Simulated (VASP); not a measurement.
# HfC (rocksalt type) (Fm-3m) in VASP: notebook

Runs on HfC (rocksalt type). Level: PBE. Tasks: single point.

All numbers are computed with VASP 6.6.1; they aren't measurements. Logs are shortened: lines on timing, memory, paths and dates and some standing lists are left out, and cuts for length are marked.

## Step 1: The cell of the first run

It takes space group Fm-3m (No. 225, cubic). The conventional cell has a = 4.318 Å, b = 4.318 Å, c = 4.318 Å, α = 90.00°, β = 90.00°, γ = 90.00°. Within 2.9 Å of Hf (site symmetry m-3m) lie 6 C at 2.16 Å. C (site symmetry m-3m) has 6 Hf at 2.16 Å within 2.9 Å.

## Step 2: Single point, PBE (volume scaled by 0.8)

INCAR

```
SYSTEM = HfC
PREC     = Accurate       ! precision mode
ENCUT    = 520            ! plane-wave cutoff, eV
EDIFF    = 1E-7           ! SCF threshold, eV
ISMEAR   = -1             ! smearing method
SIGMA    = 0.08           ! smearing width, eV
LREAL    = .False.        ! projectors in reciprocal space
LASPH    = .True.         ! aspherical terms in the spheres
NELM     = 60             ! most SCF steps
ALGO     = Normal         ! electronic algorithm
ISIF     = 2              ! what is computed and relaxed
LWAVE    = .False.        ! write WAVECAR
LCHARG   = .False.        ! write CHGCAR
GGA      = PE             ! functional
NBANDS   = 14             ! bands
```

KPOINTS

```
regular mesh
0
Gamma
  15 15 15
  0 0 0
```

POSCAR

```
HfC
1.0
    0.0000000000      2.1588611866      2.1588611866
    2.1588611866      0.0000000000      2.1588611866
    2.1588611866      2.1588611866      0.0000000000
Hf C
1 1
Direct
    0.0000000000      0.0000000000      0.0000000000
    0.5000000000      0.5000000000      0.5000000000
```

Potentials or basis: VASP PAW PBE potentials, release 64 (Hf_pv, C).

Launch:

```console
$ cat potpaw_PBE.64/Hf_pv/POTCAR potpaw_PBE.64/C/POTCAR > POTCAR
$ mpirun -np 1 vasp_std > vasp.out
```

OUTCAR:

```text
SYSTEM = HfC
   PREC = Accurate
   ENCUT = 520
   EDIFF = 1E-7
   ISMEAR = -1
   LREAL = .False.
   LASPH = .True.
   NELM = 60
   ISIF = 2
   GGA = PE

 ion  position               nearest neighbor table
   1  0.000  0.000  0.000-   2 2.16   2 2.16   2 2.16   2 2.16   2 2.16   2 2.16
   2  0.500  0.500  0.500-   1 2.16   1 2.16   1 2.16   1 2.16   1 2.16   1 2.16

  LATTYP: Found a face centered cubic cell.
 ALAT       =     4.3177223732

  Lattice vectors:

 A1 = (   0.0000000000,   2.1588611866,   2.1588611866)
 A2 = (   2.1588611866,   0.0000000000,   2.1588611866)
 A3 = (   2.1588611866,   2.1588611866,   0.0000000000)

Analysis of symmetry for initial positions (statically):
=====================================================================
 Subroutine PRICEL returns:
 Original cell was already a primitive cell.

 Routine SETGRP: Setting up the symmetry group for a
 face centered cubic supercell.

 Subroutine GETGRP returns: Found 48 space group operations
 (whereof 48 operations were pure point group operations)
 out of a pool of 48 trial point group operations.

The static configuration has the point symmetry O_h .

Analysis of symmetry for dynamics (positions and initial velocities):
=====================================================================
 Subroutine PRICEL returns:
 Original cell was already a primitive cell.

 Routine SETGRP: Setting up the symmetry group for a
 face centered cubic supercell.

 Subroutine GETGRP returns: Found 48 space group operations
 (whereof 48 operations were pure point group operations)
 out of a pool of 48 trial point group operations.

The dynamic configuration has the point symmetry O_h .

 Subroutine INISYM returns: Found 48 space group operations
 (whereof 48 operations are pure point group operations),
 and found     1 'primitive' translations

----------------------------------------------------------------------------------------

                                     Primitive cell

  volume of cell :      20.1235

  direct lattice vectors                    reciprocal lattice vectors
     0.000000000  2.158861187  2.158861187    -0.231603589  0.231603589  0.231603589
     2.158861187  0.000000000  2.158861187     0.231603589 -0.231603589  0.231603589
     2.158861187  2.158861187  0.000000000     0.231603589  0.231603589 -0.231603589

  length of vectors
     3.053090769  3.053090769  3.053090769     0.401149184  0.401149184  0.401149184

  position of ions in fractional coordinates (direct lattice)
     0.000000000  0.000000000  0.000000000
     0.500000000  0.500000000  0.500000000

  ion indices of the primitive-cell ions
   primitive index   ion index
                 1           1
                 2           2

----------------------------------------------------------------------------------------

 KPOINTS: regular mesh

Automatic generation of k-mesh.
 Grid dimensions read from file:
 generate k-points for:   15   15   15

 Generating k-lattice:

  Cartesian coordinates                     Fractional coordinates (reciprocal lattice)
    -0.015440239  0.015440239  0.015440239     0.066666667  0.000000000  0.000000000
     0.015440239 -0.015440239  0.015440239     0.000000000  0.066666667  0.000000000
     0.015440239  0.015440239 -0.015440239     0.000000000  0.000000000  0.066666667

  Length of vectors
     0.026743279  0.026743279  0.026743279

  Shift w.r.t. Gamma in fractional coordinates (k-lattice)
     0.000000000  0.000000000  0.000000000

 Subroutine IBZKPT returns following result:
 ===========================================

 Found    120 irreducible k-points:

 Following reciprocal coordinates:
            Coordinates               Weight
  0.000000  0.000000  0.000000      1.000000
  0.066667  0.000000  0.000000      8.000000
  0.133333  0.000000  0.000000      8.000000
  0.200000  0.000000  0.000000      8.000000
  0.266667  0.000000  0.000000      8.000000
  0.333333  0.000000  0.000000      8.000000
[... 16 lines left out ...]
  0.133333  0.133333  0.000000      6.000000
  0.200000  0.133333  0.000000     24.000000
 [... further k-points ...]
   k-points           NKPTS =    120   k-points in BZ     NKDIM =    120   number of bands    NBANDS=     14
   number of dos      NEDOS =    301   number of ions     NIONS =      2
   total plane-waves  NPLWV =  13824
   dimension x,y,z NGX =    24 NGY =   24 NGZ =   24
   dimension x,y,z NGXF=    48 NGYF=   48 NGZF=   48
   ions per type =               1   1
   NGX,Y,Z   is equivalent  to a cutoff of  13.07, 13.07, 13.07 a.u.
   NGXF,Y,Z  is equivalent  to a cutoff of  26.14, 26.14, 26.14 a.u.
 SYSTEM =  HfC
   PREC   = accura    normal or accurate (medium, high low for compatibility)
   ISTART =      0    job   : 0-new  1-cont  2-samecut
   ICHARG =      2    charge: 1-file 2-atom 10-const
   ISPIN  =      1    spin polarized calculation?
   LNONCOLLINEAR =      F non collinear calculations
   LSORBIT =      F    spin-orbit coupling
   LASPH  =      T    aspherical Exc in radial PAW
   ENCUT  =  520.0 eV  38.22 Ry    6.18 a.u.   5.68  5.68  5.68*2*pi/ulx,y,z
   NELM   =     60;   NELMIN=  2; NELMDL= -5     # of ELM steps
   EDIFF  = 0.1E-06   stopping-criterion for ELM
   LREAL  =      F    real-space projection
   EDIFFG = 0.1E-05   stopping-criterion for IOM
   NSW    =      0    number of steps for IOM
   IBRION =     -1    ionic relax: 0-MD 1-quasi-New 2-CG
   NFREE  =      0    steps in history (QN), initial steepest desc. (CG)
   ISIF   =      2    stress and relaxation
   ISYM   =      2    0-nonsym 1-usesym 2-fastsym
   POTIM  = 0.5000    time-step for ionic-motion
   TEBEG  =    0.0;   TEEND  =   0.0 temperature during run
   PSTRESS=    0.0 pullay stress
   NELECT =      14.0000    total number of electrons
   NUPDOWN=      -1.0000    fix difference up-down
   EMIN   =  10.00;   EMAX   =-10.00  energy-range for DOS
   EFERMI =   0.00;   METHOD = LEGACY
   ISMEAR =    -1;   SIGMA  =   0.08  broadening in eV -4-tet -1-fermi 0-gaus
   EFERMI_NEDOS =   21; number of points for ismear=-14 and -15
   IALGO  =     38    algorithm
   IMIX   =      4    mixing-type and parameters
     AMIX     =   0.40;   BMIX     =  1.00
     AMIX_MAG =   1.60;   BMIX_MAG =  1.00
  volume/ion in A,a.u.               =      10.06        67.90
  Fermi-wavevector in a.u.,A,eV,Ry     =   1.450606  2.741248 28.630164  2.104258
  Thomas-Fermi vector in A             =   2.568199
   LORBIT       =      0    0 simple, 1 ext, 2 COOP (PROOUT), +10 PAW based schemes
   GGA     = PE    functional components
   LHFCALC =     F    Hartree Fock is set to
   AEXX    =    0.0000 exact exchange contribution
   IVDW    =     0    specifies the selected vdW correction
   LEPSILON=     F    determine dielectric tensor
   LRPA    =     F    only Hartree local field effects (RPA)
 non-spin polarized calculation
  energy-cutoff  :      520.00
  volume of cell :       20.12
 maximum number of plane-waves:       556
   NGX = 11   NGY = 11   NGZ = 11

 number of electron      14.0000000 magnetization

 Free energy of the ion-electron system (eV)
  ---------------------------------------------------
  ext. energy  EPLUGINS =         0.00000000
  ---------------------------------------------------
  free energy    TOTEN  =       -19.98896485 eV

  energy without entropy =      -19.98369693  energy(sigma->0) =      -19.98633089

 E-fermi :   7.8247     XC(G=0): -13.4261

 val. band max:        7.7755188009   @ k =  -0.4667   0.4667   0.0000
 cond. band min:       7.8289333597   @ k =   0.4000   0.4000   0.0000
 fundamental gap:      0.0534145588
 Fermi energy:         7.8246611983

 k-point     1 :       0.0000    0.0000    0.0000
  band No.  band energies     occupation
      1     -20.6901      2.00000
      2     -20.6901      2.00000
      3     -20.6901      2.00000
      4      -5.6163      2.00000
      5       8.9217      0.00000
      6       8.9217      0.00000
      7       8.9217      0.00000
      8       9.1830      0.00000
      9       9.1830      0.00000
     10       9.1830      0.00000
     11      11.8811      0.00000
     12      11.8811      0.00000
     13      17.4864      0.00000
     14      19.4455      0.00000

 k-point     2 :       0.0667    0.0000    0.0000
  band No.  band energies     occupation
      1     -20.7650      2.00000
      2     -20.6961      2.00000
      3     -20.6961      2.00000
      4      -5.4526      2.00000
      5       7.9151      0.48805
      6       8.1930      0.01982
      7       8.1930      0.01982
      8       9.5029      0.00000
      9       9.5029      0.00000
     10       9.9126      0.00000
     11      12.5939      0.00000
     12      12.5939      0.00000
     13      17.7173      0.00000
     14      19.8645      0.00000

 k-point     3 :       0.1333    0.0000    0.0000
  band No.  band energies     occupation
      1     -20.9710      2.00000
      2     -20.7129      2.00000
      3     -20.7129      2.00000
      4      -4.9853      2.00000
      5       6.6370      2.00000
      6       7.1266      1.99968
      7       7.1266      1.99968
      8       9.9769      0.00000
      9       9.9769      0.00000
     10      10.4858      0.00000
     11      14.0846      0.00000
     12      14.0846      0.00000
     13      18.3166      0.00000
     14      21.0305      0.00000
[... 324 lines left out ...]
 k-point    23 :       0.1333    0.1333    0.0000
  band No.  band energies     occupation
      1     -20.9520      2.00000
      2     -20.7758      2.00000
      3     -20.7758      2.00000
      4      -4.8131      2.00000
      5       5.6267      2.00000
      6       7.6408      1.81751
      7       7.6408      1.81751
      8       8.1722      0.02562
      9      11.6189      0.00000
     10      11.6189      0.00000
     11      12.2337      0.00000
     12      15.1005      0.00000
     13      18.9920      0.00000
     14      21.4773      0.00000

 k-point    24 :       0.2000    0.1333    0.0000
  band No.  band energies     occupation
      1     -21.1387      2.00000
      2     -20.8168      2.00000
      3     -20.8003      2.00000
      4      -4.3389      2.00000
      5       4.7413      2.00000
      6       6.8341      1.99999
      7       7.2163      1.99900
      8       8.4052      0.00141
      9      11.9377      0.00000
     10      12.2990      0.00000
     11      13.3285      0.00000
     12      16.0631      0.00000
     13      19.8928      0.00000
     14      22.6788      0.00000

 [... further k-points ...]
[... 5 lines left out ...]
  --------------------------------------------------------------------------------------
  -------------------------------------------------------------------------------------
  Total       10.3034705     10.3034705     10.3034705      0.0000000      0.0000000     -0.0000000
  in kB      820.3325870    820.3325870    820.3325870      0.0000000      0.0000000     -0.0000000
  external PRESSURE =     820.3325870 kB  Pullay stress =       0.0000000 kB

 VOLUME and BASIS-vectors are now :
 -----------------------------------------------------------------------------
  energy-cutoff  :      520.00
  volume of cell :       20.12
      direct lattice vectors                 reciprocal lattice vectors
     0.000000000  2.158861187  2.158861187    -0.231603589  0.231603589  0.231603589
     2.158861187  0.000000000  2.158861187     0.231603589 -0.231603589  0.231603589
     2.158861187  2.158861187  0.000000000     0.231603589  0.231603589 -0.231603589

 POSITION                                       TOTAL-FORCE (eV/Angst)
 -----------------------------------------------------------------------------------
      0.00000      0.00000      0.00000         0.000000      0.000000      0.000000
      2.15886      2.15886      2.15886         0.000000      0.000000      0.000000
 -----------------------------------------------------------------------------------
    total drift:                                0.000000     -0.000000     -0.000000

  FREE ENERGIE OF THE ION-ELECTRON SYSTEM (eV)
  ---------------------------------------------------
  free  energy   TOTEN  =       -19.9889648507 eV

  energy  without entropy=      -19.9836969298  energy(sigma->0) =      -19.98633089
```

Run time: 50 s. Hardware: 1 thread of AMD EPYC 7R13, shared host; peak memory 0.14 GiB.

What came out:

| Property | Result |
| --- | --- |
| Free energy | -19.9890 eV |
| Pressure | 82.0 GPa |
| Band gap on the k mesh | zero (band 7 reaches 8.92 eV, above the bottom of band 8 at 7.39 eV) |

Caveat: spin-orbit coupling is left out, which moves the levels of the heavy elements.

## Step 3: Single point, PBE (volume scaled by 0.9)

INCAR

```
ALGO = Normal
EDIFF = 1E-6
ENCUT = 520
GGA = PE
ISIF = 2
ISMEAR = -1
LASPH = T
LCHARG = F
LREAL = F
LWAVE = F
NBANDS = 14
NELM = 100
PREC = Accurate
SIGMA = 0.08
```

KPOINTS

```
k-points
0
Gamma
  15 15 15
```

POSCAR

```
HfC
1.0
    0.0000000000      2.2453061152      2.2453061152
    2.2453061152      0.0000000000      2.2453061152
    2.2453061152      2.2453061152      0.0000000000
Hf C
1 1
Direct
    0.0000000000      0.0000000000      0.0000000000
    0.5000000000      0.5000000000      0.5000000000
```

Potentials or basis: VASP PAW PBE potentials, release 64 (Hf_pv, C).

Launch:

```console
$ cat potpaw_PBE.64/Hf_pv/POTCAR potpaw_PBE.64/C/POTCAR > POTCAR
$ mpirun -np 1 vasp_std > vasp.out
```

Run time: 43 s. Hardware: 1 thread of AMD EPYC 7R13, shared host; peak memory 0.14 GiB.

The run converged. Its results:

```
Free energy            : -20.8355 eV
Pressure               : 30.2 GPa
Band gap on the k mesh : zero (band 7 reaches 7.84 eV, above the bottom of band 8 at 6.36 eV)
```

Levels at points of the mesh, in eV from the Fermi level:
| k point | band 4 | band 5 | band 6 | band 7 | band 8 | band 9 | band 10 | band 11 |
| --- | --- | --- | --- | --- | --- | --- | --- | --- |
| (0.00, 0.00, 0.00) | -12.82 | 1.08 | 1.08 | 1.08 | 1.43 | 1.43 | 1.43 | 3.74 |

Caveat: spin-orbit coupling is left out, which moves the levels of the heavy elements.
